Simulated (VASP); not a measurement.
Here is a VASP 6.6.1 calculation.

File INCAR:

```
ALGO     = Normal         # electronic algorithm
EDIFF    = 1E-7           # SCF threshold, eV
ENCUT    = 520            # plane-wave cutoff, eV
GGA      = PE             # functional
ISIF     = 2              # what is computed and relaxed
ISMEAR   = 0              # smearing method
LASPH    = True           # aspherical terms in the spheres
LCHARG   = False          # write CHGCAR
LREAL    = False          # projectors in reciprocal space
LWAVE    = False          # write WAVECAR
NBANDS   = 14             # bands
NELM     = 80             # most SCF steps
PREC     = Accurate       # precision mode
SIGMA    = 0.1            # smearing width, eV
```

Contents of KPOINTS:

```
k-points
0
Gamma
  16 16 16
```

File POSCAR:

```
HfC
1.0
    0.0000000000      2.3257467324      2.3257467324
    2.3257467324      0.0000000000      2.3257467324
    2.3257467324      2.3257467324      0.0000000000
Hf C
1 1
Direct
    0.5000000000      0.5000000000      0.5000000000
    0.0000000000      0.0000000000      0.0000000000
```

Potentials or basis: VASP PAW PBE potentials, release 64 (Hf_pv, C).

Launch:

```sh
$ cat potpaw_PBE.64/Hf_pv/POTCAR potpaw_PBE.64/C/POTCAR > POTCAR
$ mpirun -np 1 vasp_std > vasp.out
```

Q: What does it give for the pressure?

A: -0.7 GPa.

Q: Predict the band gap on the k mesh.

A: Zero (band 7 reaches 6.95 eV, above the bottom of band 8 at 5.52 eV).

Caveat: spin-orbit coupling is left out, which moves the levels of the heavy elements.
